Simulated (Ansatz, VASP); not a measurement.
**AlCo: VASP beside Ansatz**

The input INCAR:

```
PREC     = Accurate       # precision mode
ENCUT    = 520            # plane-wave cutoff, eV
EDIFF    = 1E-6           # SCF threshold, eV
ISMEAR   = 0              # smearing method
SIGMA    = 0.15           # smearing width, eV
LREAL    = False          # projectors in reciprocal space
LASPH    = True           # aspherical terms in the spheres
NELM     = 80             # most SCF steps
ALGO     = Fast           # electronic algorithm
ISIF     = 2              # what is computed and relaxed
LWAVE    = False          # write WAVECAR
LCHARG   = False          # write CHGCAR
GGA      = PS             # functional
NBANDS   = 13             # bands
```

File KPOINTS:

```
regular mesh
0
Gamma
  24 24 24
```

POSCAR

```
AlCo
1.0
    2.7343213276      0.0000000000      0.0000000000
    0.0000000000      2.7343213276      0.0000000000
    0.0000000000      0.0000000000      3.0077534603
Al Co
1 1
Direct
    0.0000000000      0.0000000000      0.0000000000
    0.5000000000      0.5000000000      0.5000000000
```

Input for Ansatz:

```yaml
crystal:
  lattice:
    - [2.7343213276, 0.0, 0.0]
    - [0.0, 2.7343213276, 0.0]
    - [0.0, 0.0, 3.0077534603]
  atoms:
    - { symbol: Al, position: [0.0, 0.0, 0.0] }
    - { symbol: Co, position: [0.5, 0.5, 0.5] }
basis:
  ecutwfc: 420
kpoints:
  mp_grid: { grid: [24, 24, 24] }
hamiltonian:
  xc: pbesol
scf:
  occupations: { method: gaussian, width: 0.15 }
output:
  forces: true
  stress: true
  eigenvalues: true
```

Alike in both runs: task single point; functional PBEsol; k mesh 24 × 24 × 24; occupations gaussian, width 0.15 eV; no spin polarisation.

```csv
,VASP,Ansatz
version,VASP 6.6.1,Ansatz 0.2.0
potentials or method,"VASP PAW PBE potentials, release 64 (Al, Co), cutoff 520 eV","scalar-relativistic, plane waves, PAW"
valence electrons in the cell,12,20
```

|  | VASP | Ansatz | Ansatz less VASP |
| --- | --- | --- | --- |
| gap on the k mesh at the Fermi level (eV) | none | none | - |
| pressure (GPa) | 0.9 | 1.1 | +0.15 |
| traceless stress, the component that is largest in VASP (GPa) | -7.63 | -7.59 | +0.035 |

VASP's potentials were made for PBE, not for PBEsol. A gap of «none» marks a metal or a gap that the smearing closes. VASP's potentials hold 12 valence electrons a cell and Ansatz's 20, so a difference there can come from the potentials and not from the codes.
